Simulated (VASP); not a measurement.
**Si2Mo: single point with PBE**

Si2Mo:

```xyz
3
Lattice="-1.6000 1.6000 3.9305 1.6000 -1.6000 3.9305 1.6000 1.6000 -3.9305" Properties=species:S:1:pos:R:3 pbc="T T T"
Si    0.0000    0.0000    2.6177
Si    0.0000    0.0000    5.2433
Mo    0.0000    0.0000    0.0000
```

```json
{
 "Program": "VASP 6.6.1",
 "Task": "single point",
 "Functional": "PBE",
 "Potentials or basis": "VASP PAW PBE potentials, release 64 (Si, Mo_sv)",
 "Cutoff": "520 eV",
 "k mesh": "15 × 15 × 15",
 "Occupations": "fermi-dirac, width 0.1 eV",
 "Spin": "no spin polarisation"
}
```

```
Pressure               : 2.4 GPa
Largest force          : 0.272 eV/Å
Band gap on the k mesh : zero (band 11 reaches 12.78 eV, above the bottom of band 12 at 11.79 eV)
```

Forces on the atoms (eV/Å):
```
Si   0.000  0.000  0.272
Si   0.000  0.000 -0.272
Mo   0.000  0.000  0.000
```

Stress tensor (GPa, compression positive):
```
2.81 0.00 0.00
0.00 2.81 0.00
0.00 0.00 1.69
```

Levels at points of the mesh, in eV from the Fermi level:
```
           k point  band 8  band 9  band 10  band 11  band 12  band 13  band 14  band 15
(0.00, 0.00, 0.00)   -3.01   -2.65    -2.65     0.42     3.08     3.12     3.64     3.64
```

Wall time 98 s on 1 thread of Intel(R) Xeon(R) 6975P-C (Granite Rapids) (shared host), peak memory 0.35 GiB.
